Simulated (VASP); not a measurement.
# Ca (Fm-3m) in VASP: single point with r2SCAN

Aim: the single point of Ca with r2SCAN.

Everything below comes from runs of VASP 6.6.1. Logs are shortened: lines on timing, memory, paths and dates and some standing lists are left out, and cuts for length are marked.

### 1 The cell of the first run

It takes space group Fm-3m (No. 225, cubic). Conventional cell: a = 5.625 Å, b = 5.625 Å, c = 5.625 Å, α = 90.00°, β = 90.00°, γ = 90.00°. Ca (site symmetry m-3m) has 12 Ca at 3.98 Å within 5.2 Å.

### 2 Single point, r2SCAN

POSCAR reads:

```
Ca
1.0
    0.0000000000      2.8127051751      2.8127051751
    2.8127051751      0.0000000000      2.8127051751
    2.8127051751      2.8127051751      0.0000000000
Ca
1
Direct
    0.0000000000      0.0000000000      0.0000000000
```

INCAR.step1 reads:

```
ALGO = Normal
EDIFF = 1E-4
ENCUT = 520
GGA = PE
ISMEAR = -1
LASPH = True
LCHARG = False
LREAL = False
LWAVE = True
NBANDS = 11
NELM = 100
PREC = Accurate
SIGMA = 0.05
```

INCAR.step2 reads:

```
ALGO = Normal
EDIFF = 1E-7
ENCUT = 520
ISIF = 2
ISMEAR = -1
ISTART = 1
LASPH = True
LCHARG = False
LMIXTAU = True
LREAL = False
LWAVE = False
METAGGA = R2SCAN
NBANDS = 11
NELM = 100
PREC = Accurate
SIGMA = 0.05
```

KPOINTS reads:

```
k-points
0
Gamma
  8 8 8
```

Potentials or basis: VASP PAW PBE potentials, release 64 (Ca_sv).

Command:

```console
cat potpaw_PBE.64/Ca_sv/POTCAR > POTCAR
cp INCAR.step1 INCAR
mpirun -np 1 vasp_std > vasp.out
cp INCAR.step2 INCAR
mpirun -np 1 vasp_std > vasp.out
```

OUTCAR:

```text
EDIFF = 1E-7
   ENCUT = 520
   ISIF = 2
   ISMEAR = -1
   ISTART = 1
   LASPH = True
   LREAL = False
   METAGGA = R2SCAN
   NELM = 100
   PREC = Accurate

 ion  position               nearest neighbor table
   1  0.000  0.000  0.000-

  LATTYP: Found a face centered cubic cell.
 ALAT       =     5.6254103502

  Lattice vectors:

 A1 = (   0.0000000000,   2.8127051751,   2.8127051751)
 A2 = (   2.8127051751,   0.0000000000,   2.8127051751)
 A3 = (   2.8127051751,   2.8127051751,   0.0000000000)

Analysis of symmetry for initial positions (statically):
=====================================================================
 Subroutine PRICEL returns:
 Original cell was already a primitive cell.

 Routine SETGRP: Setting up the symmetry group for a
 face centered cubic supercell.

 Subroutine GETGRP returns: Found 48 space group operations
 (whereof 48 operations were pure point group operations)
 out of a pool of 48 trial point group operations.

The static configuration has the point symmetry O_h .

Analysis of symmetry for dynamics (positions and initial velocities):
=====================================================================
 Subroutine PRICEL returns:
 Original cell was already a primitive cell.

 Routine SETGRP: Setting up the symmetry group for a
 face centered cubic supercell.

 Subroutine GETGRP returns: Found 48 space group operations
 (whereof 48 operations were pure point group operations)
 out of a pool of 48 trial point group operations.

The dynamic configuration has the point symmetry O_h .

 Subroutine INISYM returns: Found 48 space group operations
 (whereof 48 operations are pure point group operations),
 and found     1 'primitive' translations

----------------------------------------------------------------------------------------

                                     Primitive cell

  volume of cell :      44.5044

  direct lattice vectors                    reciprocal lattice vectors
     0.000000000  2.812705175  2.812705175    -0.177764810  0.177764810  0.177764810
     2.812705175  0.000000000  2.812705175     0.177764810 -0.177764810  0.177764810
     2.812705175  2.812705175  0.000000000     0.177764810  0.177764810 -0.177764810

  length of vectors
     3.977765806  3.977765806  3.977765806     0.307897682  0.307897682  0.307897682

  position of ions in fractional coordinates (direct lattice)
     0.000000000  0.000000000  0.000000000

  ion indices of the primitive-cell ions
   primitive index   ion index
                 1           1

----------------------------------------------------------------------------------------

 KPOINTS: k-points

Automatic generation of k-mesh.
 Grid dimensions read from file:
 generate k-points for:    8    8    8

 Generating k-lattice:

  Cartesian coordinates                     Fractional coordinates (reciprocal lattice)
    -0.022220601  0.022220601  0.022220601     0.125000000  0.000000000  0.000000000
     0.022220601 -0.022220601  0.022220601     0.000000000  0.125000000  0.000000000
     0.022220601  0.022220601 -0.022220601     0.000000000  0.000000000  0.125000000

  Length of vectors
     0.038487210  0.038487210  0.038487210

  Shift w.r.t. Gamma in fractional coordinates (k-lattice)
     0.000000000  0.000000000  0.000000000

 Subroutine IBZKPT returns following result:
 ===========================================

 Found     29 irreducible k-points:

 Following reciprocal coordinates:
            Coordinates               Weight
  0.000000  0.000000  0.000000      1.000000
  0.125000  0.000000  0.000000      8.000000
  0.250000  0.000000  0.000000      8.000000
  0.375000  0.000000  0.000000      8.000000
  0.500000  0.000000  0.000000      4.000000
  0.125000  0.125000  0.000000      6.000000
[... 16 lines left out ...]
  0.500000  0.250000  0.125000     48.000000
 -0.375000  0.250000  0.125000     24.000000
 [... further k-points ...]
   k-points           NKPTS =     29   k-points in BZ     NKDIM =     29   number of bands    NBANDS=     11
   number of dos      NEDOS =    301   number of ions     NIONS =      1
   total plane-waves  NPLWV =  27000
   dimension x,y,z NGX =    30 NGY =   30 NGZ =   30
   dimension x,y,z NGXF=    60 NGYF=   60 NGZF=   60
   ions per type =               1
   NGX,Y,Z   is equivalent  to a cutoff of  12.54, 12.54, 12.54 a.u.
   NGXF,Y,Z  is equivalent  to a cutoff of  25.08, 25.08, 25.08 a.u.
 SYSTEM =  unknown system
   PREC   = accura    normal or accurate (medium, high low for compatibility)
   ISTART =      1    job   : 0-new  1-cont  2-samecut
   ICHARG =      0    charge: 1-file 2-atom 10-const
   ISPIN  =      1    spin polarized calculation?
   LNONCOLLINEAR =      F non collinear calculations
   LSORBIT =      F    spin-orbit coupling
   LASPH  =      T    aspherical Exc in radial PAW
   ENCUT  =  520.0 eV  38.22 Ry    6.18 a.u.   7.40  7.40  7.40*2*pi/ulx,y,z
   NELM   =    100;   NELMIN=  2; NELMDL=  0     # of ELM steps
   EDIFF  = 0.1E-06   stopping-criterion for ELM
   LREAL  =      F    real-space projection
   EDIFFG = 0.1E-05   stopping-criterion for IOM
   NSW    =      0    number of steps for IOM
   IBRION =     -1    ionic relax: 0-MD 1-quasi-New 2-CG
   NFREE  =      0    steps in history (QN), initial steepest desc. (CG)
   ISIF   =      2    stress and relaxation
   ISYM   =      2    0-nonsym 1-usesym 2-fastsym
   POTIM  = 0.5000    time-step for ionic-motion
   TEBEG  =    0.0;   TEEND  =   0.0 temperature during run
   PSTRESS=    0.0 pullay stress
   NELECT =      10.0000    total number of electrons
   NUPDOWN=      -1.0000    fix difference up-down
   EMIN   =  10.00;   EMAX   =-10.00  energy-range for DOS
   EFERMI =   0.00;   METHOD = LEGACY
   ISMEAR =    -1;   SIGMA  =   0.05  broadening in eV -4-tet -1-fermi 0-gaus
   EFERMI_NEDOS =   21; number of points for ismear=-14 and -15
   IALGO  =     38    algorithm
   IMIX   =      4    mixing-type and parameters
     AMIX     =   0.40;   BMIX     =  1.00
     AMIX_MAG =   1.60;   BMIX_MAG =  1.00
  volume/ion in A,a.u.               =      44.50       300.33
  Fermi-wavevector in a.u.,A,eV,Ry     =   0.995269  1.880786 13.477401  0.990561
  Thomas-Fermi vector in A             =   2.127278
   LORBIT       =      0    0 simple, 1 ext, 2 COOP (PROOUT), +10 PAW based schemes
   METAGGA = R2SCAN    functional components
   LHFCALC =     F    Hartree Fock is set to
   AEXX    =    0.0000 exact exchange contribution
   IVDW    =     0    specifies the selected vdW correction
   LEPSILON=     F    determine dielectric tensor
   LRPA    =     F    only Hartree local field effects (RPA)
 non-spin polarized calculation
  energy-cutoff  :      520.00
  volume of cell :       44.50
 maximum number of plane-waves:      1243
 NGX is ok and might be reduce to    30
   NGX = 15   NGY = 15   NGZ = 15

 number of electron       9.9999998 magnetization

 Free energy of the ion-electron system (eV)
  ---------------------------------------------------
  ext. energy  EPLUGINS =         0.00000000
  ---------------------------------------------------
  free energy    TOTEN  =        -7.03346199 eV

  energy without entropy =       -7.02110616  energy(sigma->0) =       -7.02728408

 E-fermi :   1.7376     XC(G=0):  -8.0474

 val. band max:        1.7055775501   @ k =  -0.3750   0.5000   0.1250
 cond. band min:       1.7715998058   @ k =   0.5000   0.1250   0.0000
 fundamental gap:      0.0660222557
 Fermi energy:         1.7376485996

 k-point     1 :       0.0000    0.0000    0.0000
  band No.  band energies     occupation
      1     -42.1102      2.00000
      2     -22.1442      2.00000
      3     -22.1442      2.00000
      4     -22.1441      2.00000
      5      -2.4026      2.00000
      6       4.4250      0.00000
      7       4.4250      0.00000
      8       4.4250      0.00000
      9       5.4935      0.00000
     10       5.4935      0.00000
     11      11.1728      0.00000

 k-point     2 :       0.1250    0.0000    0.0000
  band No.  band energies     occupation
      1     -42.1086      2.00000
      2     -22.1620      2.00000
      3     -22.1466      2.00000
      4     -22.1465      2.00000
      5      -2.1332      2.00000
      6       4.1245      0.00000
      7       4.5142      0.00000
      8       4.5142      0.00000
      9       5.4195      0.00000
     10       5.4195      0.00000
     11      11.2525      0.00000

 k-point     3 :       0.2500    0.0000    0.0000
  band No.  band energies     occupation
      1     -42.1046      2.00000
      2     -22.2049      2.00000
      3     -22.1524      2.00000
      4     -22.1524      2.00000
      5      -1.3622      2.00000
      6       3.4037      0.00000
      7       4.5520      0.00000
      8       4.5520      0.00000
      9       5.4994      0.00000
     10       5.4994      0.00000
     11       9.3882      0.00000

 k-point     4 :       0.3750    0.0000    0.0000
  band No.  band energies     occupation
      1     -42.1006      2.00000
      2     -22.2474      2.00000
      3     -22.1583      2.00000
      4     -22.1582      2.00000
      5      -0.2117      2.00000
      6       2.4391      0.00000
      7       4.3833      0.00000
      8       4.3833      0.00000
      9       5.9212      0.00000
     10       5.9212      0.00000
     11       7.8516      0.00000

 k-point     5 :       0.5000    0.0000    0.0000
  band No.  band energies     occupation
      1     -42.0989      2.00000
      2     -22.2648      2.00000
      3     -22.1607      2.00000
      4     -22.1607      2.00000
      5       0.8647      2.00000
      6       1.4697      1.99064
      7       4.2940      0.00000
      8       4.2940      0.00000
      9       6.1691      0.00000
     10       6.1691      0.00000
     11       7.2745      0.00000
[... 211 lines left out ...]
 k-point    21 :       0.5000    0.5000    0.0000
  band No.  band energies     occupation
      1     -42.0952      2.00000
      2     -22.2577      2.00000
      3     -22.1882      2.00000
      4     -22.1881      2.00000
      5       1.4374      1.99508
      6       2.5771      0.00000
      7       2.6397      0.00000
      8       6.1573      0.00000
      9       6.3486      0.00000
     10       6.3486      0.00000
     11       8.1070      0.00000

 k-point    22 :       0.3750    0.2500    0.1250
  band No.  band energies     occupation
      1     -42.1016      2.00000
      2     -22.2155      2.00000
      3     -22.1745      2.00000
      4     -22.1599      2.00000
      5      -0.7143      2.00000
      6       3.1989      0.00000
      7       4.0022      0.00000
      8       4.9534      0.00000
      9       5.1042      0.00000
     10       6.0152      0.00000
     11       9.4418      0.00000

 k-point    23 :       0.5000    0.2500    0.1250
  band No.  band energies     occupation
      1     -42.0984      2.00000
      2     -22.2383      2.00000
      3     -22.1878      2.00000
      4     -22.1670      2.00000
      5       0.3713      2.00000
      6       2.6041      0.00000
      7       3.5691      0.00000
      8       4.7907      0.00000
      9       5.6575      0.00000
     10       6.3849      0.00000
     11       7.8301      0.00000

 k-point    24 :      -0.3750    0.2500    0.1250
  band No.  band energies     occupation
      1     -42.0971      2.00000
      2     -22.2482      2.00000
      3     -22.1920      2.00000
      4     -22.1707      2.00000
      5       1.5288      1.96980
      6       1.6362      1.76746
      7       3.4993      0.00000
      8       4.6938      0.00000
      9       6.0117      0.00000
     10       6.5202      0.00000
     11       7.0227      0.00000

 [... further k-points ...]
[... 5 lines left out ...]
  --------------------------------------------------------------------------------------
  -------------------------------------------------------------------------------------
  Total       -0.1269400     -0.1269400     -0.1269400      0.0000000     -0.0000000      0.0000000
  in kB       -4.5698984     -4.5698984     -4.5698984      0.0000000     -0.0000000      0.0000000
  external PRESSURE =      -4.5698984 kB  Pullay stress =       0.0000000 kB

 VOLUME and BASIS-vectors are now :
 -----------------------------------------------------------------------------
  energy-cutoff  :      520.00
  volume of cell :       44.50
      direct lattice vectors                 reciprocal lattice vectors
     0.000000000  2.812705175  2.812705175    -0.177764810  0.177764810  0.177764810
     2.812705175  0.000000000  2.812705175     0.177764810 -0.177764810  0.177764810
     2.812705175  2.812705175  0.000000000     0.177764810  0.177764810 -0.177764810

 POSITION                                       TOTAL-FORCE (eV/Angst)
 -----------------------------------------------------------------------------------
      0.00000      0.00000      0.00000         0.000000     -0.000000      0.000000
 -----------------------------------------------------------------------------------
    total drift:                               -0.000000     -0.000000     -0.000000

  FREE ENERGIE OF THE ION-ELECTRON SYSTEM (eV)
  ---------------------------------------------------
  free  energy   TOTEN  =        -7.0334619886 eV

  energy  without entropy=       -7.0211061641  energy(sigma->0) =       -7.02728408
```

Wall time 2.2 min (1 thread of AMD EPYC 7R13, shared host); peak memory 0.14 GiB.

Results:

```
Free energy            : -7.0335 eV
Pressure               : -0.5 GPa
Band gap on the k mesh : zero (bands 5 and 6 overlap by 0.61 eV)
```

Caveat: the PAW data sets were made with another functional, which shifts forces and pressure a little.
